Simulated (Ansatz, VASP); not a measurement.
Two plane-wave programs on AlN

```xyz
4
Lattice="3.3121 0.0000 0.0000 -1.6561 2.8684 0.0000 0.0000 0.0000 4.1876" Properties=species:S:1:pos:R:3 pbc="T T T"
Al    0.0000    1.9123    3.1407
Al    1.6561    0.9561    1.0469
N     0.0000    1.9123    1.0469
N     1.6561    0.9561    3.1407
```

Alike in both runs: task single point; functional PBEsol; k mesh 12 × 12 × 6; occupations gaussian, width 0.05 eV; no spin polarisation.

```csv
,VASP,Ansatz
version,VASP 6.6.1,Ansatz 0.2.0
potentials or method,"VASP PAW PBE potentials, release 64 (Al, N), cutoff 520 eV","scalar-relativistic, plane waves, PAW"
valence electrons in the cell,16,16
```

```tsv
	VASP	Ansatz	Ansatz less VASP
gap on the k mesh at the Fermi level (eV)	3.19	3.17	-0.014
least direct gap on the mesh (eV)	3.19	3.17	-0.014
pressure (GPa)	-3.5	-3.5	+0.06
traceless stress, the component that is largest in VASP (GPa)	-0.59	-0.57	+0.020
```

VASP's potentials were made for PBE, not for PBEsol.
